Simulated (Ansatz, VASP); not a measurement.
# One calculation of Si, two programs

```
CELL_PARAMETERS angstrom
-1.68882 1.68882 3.08995
1.68882 -1.68882 3.08995
1.68882 1.68882 -3.08995
ATOMIC_POSITIONS crystal
Si 0.30863 0.30863 0.00000
Si 0.69137 0.69137 0.00000
```

Alike in both runs: functional PBE; k mesh 22 × 22 × 22; occupations gaussian, width 0.1 eV; no spin polarisation.

Ansatz relaxed the structure, and its values are those at the end. VASP's run is a single point on that final structure, the one shown.

```csv
,VASP,Ansatz
version,VASP 6.6.1,Ansatz 0.2.0
potentials or method,"VASP PAW PBE potentials, release 64 (Si), cutoff 520 eV","scalar-relativistic, plane waves, PAW"
valence electrons in the cell,8,8
```

|  | VASP | Ansatz | Ansatz less VASP |
| --- | --- | --- | --- |
| gap on the k mesh at the Fermi level (eV) | none | none | - |
| pressure (GPa) | -0.1 | 0.0 | +0.06 |
| rms of the force components (eV/Å) | 0.001 | 0.004 | +0.0030 |

A gap of «none» marks a metal or a gap that the smearing closes.
